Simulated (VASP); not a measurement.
Wanted: the native input for a VASP 6.6.1 run.

```
Task                   : relaxation of cell and atoms
Functional             : PBE
Potentials or basis    : VASP PAW PBE potentials, release 64 (Cs_sv)
Cutoff                 : 600 eV
k mesh                 : 9 × 9 × 5
Occupations            : fermi-dirac, width 0.1 eV
Spin                   : no spin polarisation
Target pressure        : 0.71 GPa
Dipole correction      : no
Further INCAR settings : ALGO = Normal; EDIFF = 1e-07; IBRION = 2; EDIFFG = -0.005; NSW = 60; ISIF = 3
```

The structure of Cs lies in POSCAR:

```
Cs
1.0
    5.0734706113      0.0000000000      0.0000000000
   -2.5367353057      4.3937544348      0.0000000000
    0.0000000000      0.0000000000      8.2190223903
Cs
2
Direct
    0.3333333333      0.6666666667      0.2500000000
    0.6666666667      0.3333333333      0.7500000000
```

This isn't the form of Cs at room conditions, which is bcc.

The input as run:

INCAR

```
PREC     = Accurate       # precision mode
ENCUT    = 600            # plane-wave cutoff, eV
EDIFF    = 1E-7           # SCF threshold, eV
ISMEAR   = -1             # smearing method
SIGMA    = 0.1            # smearing width, eV
LREAL    = False          # projectors in reciprocal space
LASPH    = True           # aspherical terms in the spheres
NELM     = 100            # most SCF steps
ALGO     = Normal         # electronic algorithm
ISIF     = 3              # what is computed and relaxed
LWAVE    = False          # write WAVECAR
LCHARG   = False          # write CHGCAR
GGA      = PE             # functional
IBRION   = 2              # ionic algorithm
NSW      = 60             # ionic steps
EDIFFG   = -0.005         # ionic threshold
PSTRESS  = 7.1
```

KPOINTS

```
Automatic mesh
0
Gamma
  9 9 5
```

Potentials or basis: VASP PAW PBE potentials, release 64 (Cs_sv).

Run with:

```console
$ cat potpaw_PBE.64/Cs_sv/POTCAR > POTCAR
$ mpirun -np 1 vasp_std > vasp.out
```

Results of the run:

* Relaxed volume: 91.43 Å³/atom
* Relaxed cell: a = 5.055 Å, b = 5.055 Å, c = 8.264 Å, α = 90.00°, β = 90.00°, γ = 120.00°
* Space group after relaxing (to 0.1 Å): P6_3/mmc (No. 194)
* Energy change on relaxing (the run minimises the enthalpy): +0.7 meV/atom
* Ionic steps: 5
* Pressure after relaxing: 0.7 GPa
* Band gap on the k mesh: zero (bands 9 and 10 overlap by 1.64 eV)

Caveat: the cell is relaxed towards a set pressure, so the run minimises the enthalpy, not the energy; spin-orbit coupling is left out, which moves the levels of the heavy elements.

Run time: 4 min on 1 thread of Intel(R) Xeon(R) 6975P-C (Granite Rapids), with other jobs on the host, peak memory 0.39 GiB.
